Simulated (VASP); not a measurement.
Here is a VASP 6.6.1 calculation.

INCAR

```
ALGO     = Fast           # electronic algorithm
DIPOL    = 0.5 0.5 0.350
EDIFF    = 1E-7           # SCF threshold, eV
EDIFFG   = -0.025         # ionic threshold
ENCUT    = 520            # plane-wave cutoff, eV
GGA      = PE             # functional
IBRION   = 2              # ionic algorithm
IDIPOL   = 3            
ISIF     = 2              # what is computed and relaxed
ISMEAR   = 0              # smearing method
LASPH    = T              # aspherical terms in the spheres
LCHARG   = F              # write CHGCAR
LDIPOL   = T            
LREAL    = F              # projectors in reciprocal space
LWAVE    = F              # write WAVECAR
NELM     = 60             # most SCF steps
NSW      = 36             # ionic steps
PREC     = Accurate       # precision mode
SIGMA    = 0.1            # smearing width, eV
```

The input KPOINTS:

```
k-points
0
Gamma
  9 7 1
```

File POSCAR:

```
Ti4S
1.0
    2.9075446931      0.0000000000      0.0000000000
    0.0000000000      4.1118891382      0.0000000000
    0.0000000000      0.0000000000     19.6535692527
Ti S
4 1
Selective dynamics
Direct
    0.5000000000      0.5000000000      0.2035253723  F F F
    0.0000000000      0.0000000000      0.2774952618  F F F
    0.5000000000      0.5000000000      0.3439484692  F F F
    0.0000000000      0.0000000000      0.4148645545  F F F
    0.0000000000      0.3000000000      0.5114565347  F F T
```

Potentials or basis: VASP PAW PBE potentials, release 64 (Ti_sv, S).

Run with:

```sh
$ cat potpaw_PBE.64/Ti_sv/POTCAR potpaw_PBE.64/S/POTCAR > POTCAR
$ mpirun -np 1 vasp_std > vasp.out
```

(1) Estimate the energy gained by relaxing.

(2) Estimate the band gap on the k mesh.

## Answers

(1) 4.9 meV/atom.

(2) zero (bands 27 and 28 overlap by 0.72 eV).
